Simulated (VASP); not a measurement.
Runs of VASP 6.6.1 on AlSn4. The structure is that of space group Cmmm (No. 65), or close to it. The cells are those of the table. 

```csv
task,cell,k mesh,cutoff (eV),gap on the mesh (eV),pressure (GPa),largest force (eV/Å)
relaxation of cell and atoms,"relaxed from a = 6.017, b = 6.017, c = 3.512 Å, angles 90.0, 90.0, 100.4°, 5 atoms",4 × 4 × 6,600,none,0.0,0.01
single point,"a = 6.215, b = 6.215, c = 3.603 Å, angles 90.0, 90.0, 94.9°, 5 atoms",4 × 4 × 6,520,none,0.1,(a)
single point,"a = 6.017, b = 6.017, c = 3.512 Å, angles 90.0, 90.0, 100.4°, 5 atoms",4 × 4 × 6,520,none,28.0,8.19
single point,"a = 6.354, b = 6.354, c = 3.453 Å, angles 90.0, 90.0, 94.8°, 5 atoms",6 × 6 × 10,520,none,0.0,-
```

Alike in all rows: level PBE; potentials or basis VASP PAW PBE potentials, release 64 (Al, Sn_d); no spin polarisation; smearing gaussian 0.1 eV.

Fill in the values left out.

(a) 0.04.

Caveats: spin-orbit coupling is left out, which moves the levels of the heavy elements; forces of over 1 eV/Å act on the atoms, so gaps and moduli don't describe the material at rest (some runs).

A k mesh can miss the band edges, and the runs leave out spin-orbit coupling on Sn.

A gap of «none» marks levels without a gap at the run's occupations.
